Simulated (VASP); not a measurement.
# Au (Pm-3m) in VASP: relaxation of cell and atoms with PBE

Aim: the relaxation of cell and atoms of Au with PBE.

Everything below comes from runs of VASP 6.6.1. Logs are shortened: lines on timing, memory, paths and dates and some standing lists are left out, and cuts for length are marked.

## Step 1: The cell of the first run

Symmetry: Pm-3m, No. 221, cubic system. Conventional cell: a = 2.738 Å, b = 2.738 Å, c = 2.738 Å, α = 90.00°, β = 90.00°, γ = 90.00°. Within 3.6 Å of Au (site symmetry m-3m) lie 6 Au at 2.74 Å.

This isn't the form of Au at room conditions, which is fcc.

## Step 2: Relaxation of cell and atoms, PBE, non-collinear spin, zero start, spin-orbit coupling

INCAR reads:

```
PREC = Accurate
ENCUT = 600
EDIFF = 1E-7
ISMEAR = -1
SIGMA = 0.05
LREAL = F
LASPH = T
NELM = 150
ALGO = Normal
ISIF = 3
LWAVE = F
LCHARG = F
MAGMOM = 0 0 0
LORBIT = 11
LSORBIT = T
GGA_COMPAT = F
LORBMOM = T
LMAXMIX = 4
GGA = PE
IBRION = 2
NSW = 45
EDIFFG = -0.005
```

KPOINTS reads:

```
regular mesh
0
Gamma
  15 15 15
```

POSCAR reads:

```
Au
1.0
    2.7379017552      0.0000000000      0.0000000000
    0.0000000000      2.7379017552      0.0000000000
    0.0000000000      0.0000000000      2.7379017552
Au
1
Direct
    0.0000000000      0.0000000000      0.0000000000
```

Potentials or basis: VASP PAW PBE potentials, release 64 (Au).

Run with:

```sh
cat potpaw_PBE.64/Au/POTCAR > POTCAR
mpirun -np 1 vasp_ncl > vasp.out
```

OUTCAR:

```text
PREC = Accurate
   ENCUT = 600
   EDIFF = 1E-7
   ISMEAR = -1
   LREAL = F
   LASPH = T
   NELM = 150
   ISIF = 3
   LORBIT = 11
   LSORBIT = T
   GGA = PE
   IBRION = 2
   NSW = 45
   EDIFFG = -0.005

 ion  position               nearest neighbor table
   1  0.000  0.000  0.000-

  LATTYP: Found a simple cubic cell.
 ALAT       =     2.7379017552

  Lattice vectors:

 A1 = (   2.7379017552,   0.0000000000,   0.0000000000)
 A2 = (   0.0000000000,   2.7379017552,   0.0000000000)
 A3 = (   0.0000000000,   0.0000000000,   2.7379017552)

Analysis of symmetry for initial positions (statically):
=====================================================================
 Subroutine PRICEL returns:
 Original cell was already a primitive cell.

 Routine SETGRP: Setting up the symmetry group for a
 simple cubic supercell.

 Subroutine GETGRP returns: Found 48 space group operations
 (whereof 48 operations were pure point group operations)
 out of a pool of 48 trial point group operations.

The static configuration has the point symmetry O_h .

Analysis of symmetry for dynamics (positions and initial velocities):
=====================================================================
 Subroutine PRICEL returns:
 Original cell was already a primitive cell.

 Routine SETGRP: Setting up the symmetry group for a
 simple cubic supercell.

 Subroutine GETGRP returns: Found 48 space group operations
 (whereof 48 operations were pure point group operations)
 out of a pool of 48 trial point group operations.

The dynamic configuration has the point symmetry O_h .

Analysis of structural, dynamic, and magnetic symmetry:
=====================================================================
 Subroutine PRICEL returns:
 Original cell was already a primitive cell.

 Routine SETGRP: Setting up the symmetry group for a
 simple cubic supercell.

 Subroutine GETGRP returns: Found 48 space group operations
 (whereof 48 operations were pure point group operations)
 out of a pool of 48 trial point group operations.

The overall configuration has the point symmetry O_h .

 Subroutine INISYM returns: Found 48 space group operations
 (whereof 48 operations are pure point group operations),
 and found     1 'primitive' translations

----------------------------------------------------------------------------------------

                                     Primitive cell

  volume of cell :      20.5236

[... 150 lines left out ...]
  external PRESSURE =       1.1310784 kB  Pullay stress =       0.0000000 kB
[... 61 lines left out ...]
 number of electron      11.0000002 magnetization       0.0000000      0.0000000     -0.0000000

 number of electron      11.0000002 magnetization      -0.0000000     -0.0000000      0.0000000

 Free energy of the ion-electron system (eV)
  ---------------------------------------------------
  ext. energy  EPLUGINS =         0.00000000
  ---------------------------------------------------
  free energy    TOTEN  =        -3.30262867 eV

  energy without entropy =       -3.30094670  energy(sigma->0) =       -3.30178768

 E-fermi :   6.3659     XC(G=0): -11.4937

 val. band max:        6.3093729169   @ k =   0.3333   0.3333   0.2000
 cond. band min:       6.5025498197   @ k =   0.4000   0.2000   0.2000
 fundamental gap:      0.1931769028
 Fermi energy:         6.3658790039

 k-point     1 :       0.0000    0.0000    0.0000
  band No.  band energies     occupation
      1      -1.4297      1.00000
      2      -1.4297      1.00000
      3       0.5491      1.00000
      4       0.5491      1.00000
      5       0.5491      1.00000
      6       0.5491      1.00000
[... 481 lines left out ...]
      5       2.5052      1.00000
      6       2.5052      1.00000
[... 10 lines left out ...]
     17      23.8838      0.00000
     18      23.8838      0.00000

 [... further k-points ...]

------------------------ aborting loop because EDIFF is reached ----------------------------------------

  FORCE on cell =-STRESS in cart. coord.  units (eV):
  Direction    XX          YY          ZZ          XY          YZ          ZX
  --------------------------------------------------------------------------------------
  -------------------------------------------------------------------------------------
  Total        0.0006760      0.0006760      0.0006760      0.0000000      0.0000000     -0.0000000
  in kB        0.0527193      0.0527193      0.0527193      0.0000000      0.0000000     -0.0000000
  external PRESSURE =       0.0527193 kB  Pullay stress =       0.0000000 kB
[... 16 lines left out ...]
  FREE ENERGIE OF THE ION-ELECTRON SYSTEM (eV)
  ---------------------------------------------------
  free  energy   TOTEN  =        -3.3026286702 eV

  energy  without entropy=       -3.3009466985  energy(sigma->0) =       -3.30178768

 reached required accuracy - stopping structural energy minimisation

 orbital moment (x)

 # of ion     p       d       tot
 ----------------------------------------
  1         0.000   0.000   0.000
 ----------------------------------------
            0.000   0.000   0.000

 orbital moment (y)

 # of ion     p       d       tot
 ----------------------------------------
  1         0.000   0.000   0.000
 ----------------------------------------
            0.000   0.000   0.000

 orbital moment (z)

 # of ion     p       d       tot
 ----------------------------------------
  1         0.000   0.000   0.000
 ----------------------------------------
            0.000   0.000   0.000

 Spin-Orbit-Coupling matrix elements

 Ion:    1  E_soc:     -0.5639270
 l=   1
     0.0000000    -0.0246211    -0.0246211
    -0.0246211     0.0000000    -0.0246211
    -0.0246211    -0.0246211     0.0000000
 l=   2
     0.0000000    -0.0105071     0.0000000    -0.0105071    -0.0588597
    -0.0105071     0.0000000    -0.0441447    -0.0105071    -0.0147149
     0.0000000    -0.0441447     0.0000000    -0.0441447     0.0000000
    -0.0105071    -0.0105071    -0.0441447     0.0000000    -0.0147149
    -0.0588597    -0.0147149     0.0000000    -0.0147149     0.0000000
 l=   3
     0.0000000     0.0000000     0.0000000     0.0000000     0.0000000     0.0000000     0.0000000
     0.0000000     0.0000000     0.0000000     0.0000000     0.0000000     0.0000000     0.0000000
     0.0000000     0.0000000     0.0000000     0.0000000     0.0000000     0.0000000     0.0000000
     0.0000000     0.0000000     0.0000000     0.0000000     0.0000000     0.0000000     0.0000000
     0.0000000     0.0000000     0.0000000     0.0000000     0.0000000     0.0000000     0.0000000
     0.0000000     0.0000000     0.0000000     0.0000000     0.0000000     0.0000000     0.0000000
     0.0000000     0.0000000     0.0000000     0.0000000     0.0000000     0.0000000     0.0000000

 total charge

# of ion       s       p       d       tot
------------------------------------------
    1        0.599   0.293   8.738   9.630

 magnetization (x)

# of ion       s       p       d       tot
------------------------------------------
    1        0.000   0.000   0.000   0.000

 magnetization (y)

# of ion       s       p       d       tot
------------------------------------------
    1       -0.000   0.000   0.000  -0.000

 magnetization (z)

# of ion       s       p       d       tot
------------------------------------------
    1        0.000   0.000   0.000   0.000
```

OSZICAR:

```text
N       E                     dE             d eps       ncg     rms          rms(c)
DAV:   1     0.662239940954E+02    0.66224E+02   -0.61289E+03  4360   0.129E+03
DAV:   2    -0.242226100251E+01   -0.68646E+02   -0.64640E+02  4596   0.266E+02
[... 20 lines left out ...]
DAV:   1    -0.330278384636E+01   -0.16324E-03   -0.24202E-03  4424   0.622E-01    0.805E-02
DAV:   2    -0.330263147101E+01    0.15238E-03   -0.35531E-04  4378   0.226E-01    0.397E-02
DAV:   3    -0.330262759214E+01    0.38789E-05   -0.15085E-05  4508   0.451E-02    0.289E-02
DAV:   4    -0.330262789816E+01   -0.30602E-06   -0.37275E-07  4496   0.574E-03    0.155E-02
DAV:   5    -0.330262863569E+01   -0.73754E-06   -0.36186E-07  4530   0.524E-03    0.500E-04
DAV:   6    -0.330262867023E+01   -0.34541E-07   -0.12699E-08  2362   0.102E-03
   3 F= -.33026287E+01 E0= -.33017877E+01  d E =-.762403E-05  mag=     0.0000     0.0000    -0.0000
```

CONTCAR:

```text
Au
   1.00000000000000
     2.7388349946426045    0.0000000000000000   -0.0000000000000000
     0.0000000000000000    2.7388349946426045   -0.0000000000000000
     0.0000000000000000    0.0000000000000000    2.7388349946426045
  Au
     1
Direct
     0.0000000000000000    0.0000000000000000    0.0000000000000000

  0.00000000E+00  0.00000000E+00  0.00000000E+00
```

Wall time 1.9 min (1 thread of Intel Xeon Platinum 8259CL at 2.50GHz (Skylake/Cascade Lake), shared host); peak memory 0.26 GiB.

What came out:

```
Free energy                                           : -3.3026 eV
Relaxed volume                                        : 20.54 Å³/atom
Relaxed cell                                          : a = 2.739 Å, b = 2.739 Å, c = 2.739 Å, α = 90.00°, β = 90.00°, γ = 90.00°
Space group after relaxing (to 0.1 Å)                 : Pm-3m (No. 221)
Energy gained by relaxing                             : 0.0 meV/atom
Ionic steps                                           : 3
Pressure after relaxing                               : 0.0 GPa
Net moment                                            : 0.00 μB per cell
Valence electrons inside the program's atomic spheres : Au 9.63
```

Final structure:
```yaml
crystal:
  lattice:
    - [2.73883, 0.00000, 0.00000]
    - [0.00000, 2.73883, 0.00000]
    - [0.00000, 0.00000, 2.73883]
  atoms:
    - { symbol: Au, position: [0.00000, 0.00000, 0.00000] }
```

Moments on the atoms (μB; x, y, z):
```
Au  0.00 0.00 0.00
```
